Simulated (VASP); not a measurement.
# Si3N4 (P-43m) in VASP: a series of runs

The runs below take Si3N4 through electric field gradients, dielectric tensor, with PBE.

All numbers are computed with VASP 6.6.1; they aren't measurements. Logs are shortened: lines on timing, memory, paths and dates and some standing lists are left out, and cuts for length are marked.

## 1. The cell of the first run

The structure is cubic, space group P-43m (No. 215). Conventional cell: a = 4.131 Å, b = 4.131 Å, c = 4.131 Å, α = 90.00°, β = 90.00°, γ = 90.00°. Si (site symmetry -42m) has 4 N at 1.77 Å within 2.3 Å. Within 2.3 Å of N (site symmetry 3m) lie 3 Si at 1.77 Å.

## 2. Electric field gradients, PBE

File INCAR:

```
PREC = Accurate
ENCUT = 520
EDIFF = 1E-8
ISMEAR = -1
SIGMA = 0.05
LREAL = False
LASPH = True
NELM = 100
ALGO = Normal
ISIF = 2
LWAVE = False
LCHARG = False
GGA = PE
LEFG = True
NBANDS = 25
```

File KPOINTS:

```
regular mesh
0
Gamma
  7 7 7
```

File POSCAR:

```
Si3N4
1.0
    4.1307800000      0.0000000000      0.0000000000
    0.0000000000      4.1307800000      0.0000000000
    0.0000000000      0.0000000000      4.1307800000
Si N
3 4
Direct
    0.0000000000      0.0000000000      0.5000000000
    0.5000000000      0.0000000000      0.0000000000
    0.0000000000      0.5000000000      0.0000000000
    0.2395200000      0.2395200000      0.7604800000
    0.7604800000      0.7604800000      0.7604800000
    0.2395200000      0.7604800000      0.2395200000
    0.7604800000      0.2395200000      0.2395200000
```

Potentials or basis: VASP PAW PBE potentials, release 64 (Si, N).

Command:

```sh
$ cat potpaw_PBE.64/Si/POTCAR potpaw_PBE.64/N/POTCAR > POTCAR
$ mpirun -np 1 vasp_std > vasp.out
```

OUTCAR:

```text
PREC = Accurate
   ENCUT = 520
   EDIFF = 1E-8
   ISMEAR = -1
   LREAL = False
   LASPH = True
   NELM = 100
   ISIF = 2
   GGA = PE

 ion  position               nearest neighbor table
   1  0.000  0.000  0.500-   4 1.77   5 1.77   6 1.77   7 1.77   2 2.92   3 2.92   2 2.92   3 2.92
                             3 2.92   3 2.92   2 2.92   2 2.92
   2  0.500  0.000  0.000-   4 1.77   5 1.77   6 1.77   7 1.77   1 2.92   3 2.92   1 2.92   3 2.92
                             1 2.92   3 2.92   1 2.92   3 2.92
   3  0.000  0.500  0.000-   4 1.77   5 1.77   6 1.77   7 1.77   1 2.92   2 2.92   1 2.92   1 2.92
                             2 2.92   1 2.92   2 2.92   2 2.92
   4  0.240  0.240  0.760-   1 1.77   2 1.77   3 1.77
   5  0.760  0.760  0.760-   1 1.77   2 1.77   3 1.77
   6  0.240  0.760  0.240-   1 1.77   2 1.77   3 1.77
   7  0.760  0.240  0.240-   1 1.77   2 1.77   3 1.77

  LATTYP: Found a simple cubic cell.
 ALAT       =     4.1307800000

  Lattice vectors:

 A1 = (   4.1307800000,   0.0000000000,   0.0000000000)
 A2 = (   0.0000000000,   4.1307800000,   0.0000000000)
 A3 = (   0.0000000000,   0.0000000000,   4.1307800000)

Analysis of symmetry for initial positions (statically):
=====================================================================
 Subroutine PRICEL returns:
 Original cell was already a primitive cell.

 Routine SETGRP: Setting up the symmetry group for a
 simple cubic supercell.

 Subroutine GETGRP returns: Found 24 space group operations
 (whereof 24 operations were pure point group operations)
 out of a pool of 48 trial point group operations.

The static configuration has the point symmetry T_d .

Analysis of symmetry for dynamics (positions and initial velocities):
=====================================================================
 Subroutine PRICEL returns:
 Original cell was already a primitive cell.

 Routine SETGRP: Setting up the symmetry group for a
 simple cubic supercell.

 Subroutine GETGRP returns: Found 24 space group operations
 (whereof 24 operations were pure point group operations)
 out of a pool of 48 trial point group operations.

The dynamic configuration has the point symmetry T_d .

[... 164 lines left out ...]
      5      -1.7999      2.00000
      6      -1.7999      2.00000
[... 549 lines left out ...]
     24      16.7416      0.00000
     25      16.9067      0.00000

------------------------ aborting loop because EDIFF is reached ----------------------------------------

  FORCE on cell =-STRESS in cart. coord.  units (eV):
  Direction    XX          YY          ZZ          XY          YZ          ZX
  --------------------------------------------------------------------------------------
  -------------------------------------------------------------------------------------
  Total       -0.0960716     -0.0960716     -0.0960716      0.0000000     -0.0000000      0.0000000
  in kB       -2.1837817     -2.1837817     -2.1837817      0.0000000     -0.0000000      0.0000000
  external PRESSURE =      -2.1837817 kB  Pullay stress =       0.0000000 kB

 VOLUME and BASIS-vectors are now :
 -----------------------------------------------------------------------------
  energy-cutoff  :      520.00
  volume of cell :       70.48
      direct lattice vectors                 reciprocal lattice vectors
     4.130780000  0.000000000  0.000000000     0.242085030  0.000000000  0.000000000
     0.000000000  4.130780000  0.000000000     0.000000000  0.242085030  0.000000000
     0.000000000  0.000000000  4.130780000     0.000000000  0.000000000  0.242085030

 POSITION                                       TOTAL-FORCE (eV/Angst)
 -----------------------------------------------------------------------------------
      0.00000      0.00000      2.06539        -0.000000     -0.000000      0.000000
      2.06539      0.00000      0.00000         0.000000     -0.000000      0.000000
      0.00000      2.06539      0.00000        -0.000000     -0.000000      0.000000
      0.98940      0.98940      3.14138        -0.010004     -0.010004      0.010004
      3.14138      3.14138      3.14138         0.010004      0.010004      0.010004
      0.98940      3.14138      0.98940        -0.010004      0.010004     -0.010004
      3.14138      0.98940      0.98940         0.010004     -0.010004     -0.010004
 -----------------------------------------------------------------------------------
    total drift:                                0.000000      0.000000      0.000000

  FREE ENERGIE OF THE ION-ELECTRON SYSTEM (eV)
  ---------------------------------------------------
  free  energy   TOTEN  =       -55.5521344235 eV

  energy  without entropy=      -55.5521344234  energy(sigma->0) =      -55.55213442

 Electric field gradients (V/A^2)
---------------------------------------------------------------------
 ion       V_xx      V_yy      V_zz      V_xy      V_xz      V_yz
---------------------------------------------------------------------
   1      11.492    11.492   -22.984     0.000     0.000     0.000
   2     -22.984    11.492    11.492     0.000     0.000    -0.000
   3      11.492   -22.984    11.492     0.000    -0.000     0.000
   4       0.000     0.000    -0.000   -28.814    28.814    28.814
   5       0.000    -0.000    -0.000   -28.814   -28.814   -28.814
   6       0.000     0.000    -0.000    28.814   -28.814    28.814
   7       0.000     0.000    -0.000    28.814    28.814   -28.814
---------------------------------------------------------------------

 Electric field gradients after diagonalization (V/A^2)
 (convention: |V_zz| > |V_xx| > |V_yy|)
----------------------------------------------------------------------
 ion       V_xx      V_yy      V_zz     asymmetry (V_yy - V_xx)/ V_zz
----------------------------------------------------------------------
   1      11.492    11.492   -22.984       0.000
   2      11.492    11.492   -22.984       0.000
   3      11.492    11.492   -22.984       0.000
   4      28.814    28.814   -57.628       0.000
   5      28.814    28.814   -57.628       0.000
   6      28.814    28.814   -57.628       0.000
   7      28.814    28.814   -57.628       0.000
----------------------------------------------------------------------

           NMR quadrupolar parameters

 Cq : quadrupolar parameter    Cq=e*Q*V_zz/h
 eta: asymmetry parameters     (V_yy - V_xx)/ V_zz
 Q  : nuclear electric quadrupole moment in mb (millibarn)
----------------------------------------------------------------------
 ion       Cq(MHz)       eta       Q (mb)
----------------------------------------------------------------------
   1      -0.056       0.000       1.000
   2      -0.056       0.000       1.000
   3      -0.056       0.000       1.000
   4      -0.139       0.000       1.000
   5      -0.139       0.000       1.000
   6      -0.139       0.000       1.000
   7      -0.139       0.000       1.000
----------------------------------------------------------------------
```

Run time: 68 s. Hardware: 1 thread of AMD EPYC 7R43 (Zen 3), shared host; peak memory 0.13 GiB.

What came out:

* Free energy: -55.5521 eV
* Pressure: -0.2 GPa
* Largest force: 0.017 eV/Å
* Band gap on the k mesh: 2.74 eV, indirect (least direct gap 2.92 eV)

Forces on the atoms (eV/Å):
```
Si   0.000  0.000  0.000
Si   0.000  0.000  0.000
Si   0.000  0.000  0.000
N   -0.010 -0.010  0.010
N    0.010  0.010  0.010
N   -0.010  0.010 -0.010
N    0.010 -0.010 -0.010
```

Levels at points of the mesh, in eV from the valence-band top:
| k point | band 12 | band 13 | band 14 | band 15 | band 16 | band 17 | band 18 | band 19 | band 20 | band 21 |
| --- | --- | --- | --- | --- | --- | --- | --- | --- | --- | --- |
| (0.00, 0.00, 0.00) | -3.33 | -3.33 | -0.18 | -0.18 | -0.18 | 2.74 | 2.74 | 2.74 | 4.21 | 6.83 |

Electric field gradients, principal values (V/Å²):
```csv
atom,least,middle,greatest (by size)
1 Si,11.492,11.492,-22.984
2 Si,11.492,11.492,-22.984
3 Si,11.492,11.492,-22.984
4 N,28.814,28.814,-57.628
5 N,28.814,28.814,-57.628
6 N,28.814,28.814,-57.628
7 N,28.814,28.814,-57.628
```

Caveat: without QUAD_EFG the Cq values of the log hold for a quadrupole moment of 1 mb, not for the nuclei. A k mesh can miss the band edges.

## 3. Dielectric tensor, PBE

File INCAR:

```
SYSTEM = Si3N4
PREC     = Accurate       ! precision mode
ENCUT    = 520            ! plane-wave cutoff, eV
EDIFF    = 1E-8           ! SCF threshold, eV
ISMEAR   = 0              ! smearing method
SIGMA    = 0.01           ! smearing width, eV
LREAL    = .FALSE.        ! projectors in reciprocal space
LASPH    = .TRUE.         ! aspherical terms in the spheres
NELM     = 60             ! most SCF steps
ALGO     = Normal         ! electronic algorithm
ISIF     = 2              ! what is computed and relaxed
LWAVE    = .FALSE.        ! write WAVECAR
LCHARG   = .FALSE.        ! write CHGCAR
GGA      = PE             ! functional
LEPSILON = .TRUE.         ! dielectric tensor by DFPT
```

File KPOINTS:

```
regular mesh
0
G
  7 7 7
  0 0 0
```

POSCAR is that of step 2.

Potentials or basis: VASP PAW PBE potentials, release 64 (Si, N).

Command:

```sh
$ cat potpaw_PBE.64/Si/POTCAR potpaw_PBE.64/N/POTCAR > POTCAR
$ mpirun -np 1 vasp_std > vasp.out
```

OUTCAR:

```text
SYSTEM = Si3N4
   PREC = Accurate
   ENCUT = 520
   EDIFF = 1E-8
   ISMEAR = 0
   LREAL = .FALSE.
   LASPH = .TRUE.
   NELM = 60
   ISIF = 2
   GGA = PE
   LEPSILON = .TRUE.

 ion  position               nearest neighbor table
   1  0.000  0.000  0.500-   4 1.77   5 1.77   6 1.77   7 1.77   2 2.92   3 2.92   2 2.92   3 2.92
                             3 2.92   3 2.92   2 2.92   2 2.92
   2  0.500  0.000  0.000-   4 1.77   5 1.77   6 1.77   7 1.77   1 2.92   3 2.92   1 2.92   3 2.92
                             1 2.92   3 2.92   1 2.92   3 2.92
   3  0.000  0.500  0.000-   4 1.77   5 1.77   6 1.77   7 1.77   1 2.92   2 2.92   1 2.92   1 2.92
                             2 2.92   1 2.92   2 2.92   2 2.92
   4  0.240  0.240  0.760-   1 1.77   2 1.77   3 1.77
   5  0.760  0.760  0.760-   1 1.77   2 1.77   3 1.77
   6  0.240  0.760  0.240-   1 1.77   2 1.77   3 1.77
   7  0.760  0.240  0.240-   1 1.77   2 1.77   3 1.77

  LATTYP: Found a simple cubic cell.
 ALAT       =     4.1307800000
[... 736 lines left out ...]
  x     0.00000     0.00000     0.00000     0.00000    -3.46596    -0.00000
  y     0.00000     0.00000     0.00000    -0.00000     0.00000    -3.46596
  z    -0.00000    -0.00000     0.00000    -3.46596    -0.00000     0.00000

 PIEZOELECTRIC TENSOR (including local field effects)  for field in x, y, z        (C/m^2)
          XX          YY          ZZ          XY          YZ          ZX
  --------------------------------------------------------------------------------
  x     0.00000     0.00000     0.00000     0.00000    -0.78784    -0.00000
  y     0.00000     0.00000     0.00000    -0.00000     0.00000    -0.78784
  z    -0.00000    -0.00000     0.00000    -0.78784    -0.00000     0.00000

 BORN EFFECTIVE CHARGES (including local field effects) (in |e|, cummulative output)
 ---------------------------------------------------------------------------------
 ion    1
    1     2.73875     0.00000     0.00000
    2    -0.00000     2.73875     0.00000
    3    -0.00000     0.00000     4.07598
 ion    2
    1     4.07598    -0.00000     0.00000
    2    -0.00000     2.73875     0.00000
    3     0.00000     0.00000     2.73875
 ion    3
    1     2.73875     0.00000    -0.00000
    2    -0.00000     4.07598    -0.00000
    3     0.00000     0.00000     2.73875
 ion    4
    1    -2.38837     0.30397    -0.30397
    2     0.30397    -2.38837    -0.30397
    3    -0.30397    -0.30397    -2.38837
 ion    5
    1    -2.38837     0.30397     0.30397
    2     0.30397    -2.38837     0.30397
    3     0.30397     0.30397    -2.38837
 ion    6
    1    -2.38837    -0.30397     0.30397
    2    -0.30397    -2.38837    -0.30397
    3     0.30397    -0.30397    -2.38837
 ion    7
    1    -2.38837    -0.30397    -0.30397
    2    -0.30397    -2.38837     0.30397
    3    -0.30397     0.30397    -2.38837
```

OSZICAR:

```text
N       E                     dE             d eps       ncg     rms          rms(c)
DAV:   1     0.142485228676E+03    0.14249E+03   -0.16227E+04   800   0.148E+03
[... 13 lines left out ...]
RMM:   8    -0.770283521859E+00   -0.32759E-03   -0.41450E-06  4390   0.132E-02    0.246E-03
RMM:   9    -0.770307835281E+00   -0.24313E-04   -0.38909E-07  4488   0.482E-03    0.436E-04
RMM:  10    -0.770318469379E+00   -0.10634E-04   -0.32464E-07  4484   0.174E-03    0.341E-04
RMM:  11    -0.770317817075E+00    0.65230E-06   -0.74710E-07  4580   0.101E-03    0.756E-05
RMM:  12    -0.770317708915E+00    0.10816E-06   -0.34097E-07  3875   0.629E-04    0.262E-05
RMM:  13    -0.770317519004E+00    0.18991E-06   -0.24060E-07  3642   0.587E-04    0.128E-05
RMM:  14    -0.770317465189E+00    0.53816E-07   -0.17347E-07  2034   0.545E-04    0.627E-06
```

Wall time 12 min (1 thread of AMD EPYC 7R43 (Zen 3), shared host); peak memory 0.29 GiB.

Results:

| Quantity | Value |
| --- | --- |
| Band gap on the k mesh | 2.74 eV, indirect (least direct gap 2.92 eV) |
| Electronic dielectric tensor (diagonal) | 4.64 |
| Born charges (mean of the diagonal) | Si +3.18; N -2.39 e |

Electronic dielectric tensor:
```
4.64 0.00 0.00
0.00 4.64 0.00
0.00 0.00 4.64
```

Born effective charge tensors (e):
atom 1, Si
```
2.74 0.00 0.00
0.00 2.74 0.00
0.00 0.00 4.08
```
atom 2, Si
```
4.08 0.00 0.00
0.00 2.74 0.00
0.00 0.00 2.74
```
atom 3, Si
```
2.74 0.00 0.00
0.00 4.08 0.00
0.00 0.00 2.74
```
atom 4, N
```
-2.39  0.30 -0.30
 0.30 -2.39 -0.30
-0.30 -0.30 -2.39
```
atom 5, N
```
-2.39  0.30  0.30
 0.30 -2.39  0.30
 0.30  0.30 -2.39
```
atom 6, N
```
-2.39 -0.30  0.30
-0.30 -2.39 -0.30
 0.30 -0.30 -2.39
```
atom 7, N
```
-2.39 -0.30 -0.30
-0.30 -2.39  0.30
-0.30  0.30 -2.39
```

A k mesh can miss the band edges. Expect the measured gap to be larger: semilocal functionals such as PBE lack the derivative discontinuity.
